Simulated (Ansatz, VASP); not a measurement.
# NaF in VASP and in Ansatz

```
CELL_PARAMETERS angstrom
0.00000 2.43947 2.43947
2.43947 0.00000 2.43947
2.43947 2.43947 0.00000
ATOMIC_POSITIONS crystal
Na 0.00000 0.00000 0.00000
F 0.50000 0.50000 0.50000
```

Change from the starting cell: strain +0.050 along x and y, +0.050 along z, atoms carried along.

Alike in both runs: task single point; functional LDA; k mesh 8 × 8 × 8; occupations gaussian, width 0.05 eV; no spin polarisation.

```csv
,VASP,Ansatz
version,VASP 6.6.1,Ansatz 0.2.0
potentials or method,"VASP PAW LDA potentials, release 64 (Na_pv, F), cutoff 520 eV","scalar-relativistic, plane waves, PAW"
valence electrons in the cell,14,16
```

VASP gave:

| Quantity | Value |
| --- | --- |
| gap on the k mesh at the Fermi level (eV) | 5.22 |
| least direct gap on the mesh (eV) | 5.22 |
| pressure (GPa) | -8.5 |

Which values does Ansatz return?

gap on the k mesh at the Fermi level (eV): 5.24; least direct gap on the mesh (eV): 5.24; pressure (GPa): -8.4.

LDA's correlation is that of Perdew and Zunger in VASP and of Perdew and Wang (1992) in Ansatz. VASP's potentials hold 14 valence electrons a cell and Ansatz's 16, so a difference there can come from the potentials and not from the codes.
